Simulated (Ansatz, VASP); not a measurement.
AsSe3: VASP beside Ansatz

File INCAR:

```
SYSTEM = AsSe3
PREC = Accurate
ENCUT = 520
EDIFF = 1E-6
ISMEAR = 0
SIGMA = 0.1
LREAL = .False.
LASPH = .True.
NELM = 60
ALGO = Normal
ISIF = 2
LWAVE = .False.
LCHARG = .True.
GGA = PE
LELF = .True.
LVHAR = .True.
NBANDS = 33
```

The input KPOINTS:

```
Automatic mesh
0
Gamma
  3 3 4
  0 0 0
```

Contents of POSCAR:

```
AsSe3
1.0
    6.6188435100      0.0000000000      0.0000000000
   -3.3094217600      5.7320866200      0.0000000000
    0.0000000000      0.0000000000      5.3701978700
As Se
2 6
Direct
    0.3333333300      0.6666666700      0.7500000000
    0.6666666700      0.3333333300      0.2500000000
    0.1686046000      0.3372091900      0.2500000000
    0.6627908100      0.8313954000      0.2500000000
    0.1686046000      0.8313954000      0.2500000000
    0.8313954000      0.6627908100      0.7500000000
    0.3372091900      0.1686046000      0.7500000000
    0.8313954000      0.1686046000      0.7500000000
```

Input for Ansatz:

```yaml
crystal:
  lattice:
    - [6.61884351, 0.0, 0.0]
    - [-3.30942176, 5.73208662, 0.0]
    - [0.0, 0.0, 5.37019787]
  atoms:
    - { symbol: As, position: [0.33333333, 0.66666667, 0.75] }
    - { symbol: As, position: [0.66666667, 0.33333333, 0.25] }
    - { symbol: Se, position: [0.1686046, 0.33720919, 0.25] }
    - { symbol: Se, position: [0.66279081, 0.8313954, 0.25] }
    - { symbol: Se, position: [0.1686046, 0.8313954, 0.25] }
    - { symbol: Se, position: [0.8313954, 0.66279081, 0.75] }
    - { symbol: Se, position: [0.33720919, 0.1686046, 0.75] }
    - { symbol: Se, position: [0.8313954, 0.1686046, 0.75] }
basis:
  ecutwfc: 420
kpoints:
  mp_grid: { grid: [3, 3, 4] }
hamiltonian:
  xc: pbe
scf:
  occupations: { method: gaussian, width: 0.1 }
  lower_state_search: "off"
output:
  forces: true
  stress: true
  eigenvalues: true
```

Change from the starting cell: species swapped into the Zn3Rh type (P6_3/mmc, No. 194).

Alike in both runs: task single point; functional PBE; k mesh 3 × 3 × 4; occupations gaussian, width 0.1 eV; no spin polarisation.

|  | VASP | Ansatz |
| --- | --- | --- |
| version | VASP 6.6.1 | Ansatz 0.2.0 |
| potentials or method | VASP PAW PBE potentials, release 64 (As, Se), cutoff 520 eV | scalar-relativistic, plane waves, PAW |
| valence electrons in the cell | 46 | 126 |

```tsv
	VASP	Ansatz	Ansatz less VASP
gap on the k mesh at the Fermi level (eV)	none	none	-
pressure (GPa)	-9.4	-9.4	+0.01
traceless stress, the component that is largest in VASP (GPa)	-2.39	-2.39	+0.003
rms of the force components (eV/Å)	0.241	0.241	0.0000
```

Atom by atom the forces differ by 0.000 eV/Å (rms over components). A gap of «none» marks a metal or a gap that the smearing closes. VASP's potentials hold 46 valence electrons a cell and Ansatz's 126, so a difference there can come from the potentials and not from the codes.

The k mesh is coarse, so the values compare programs but aren't converged.
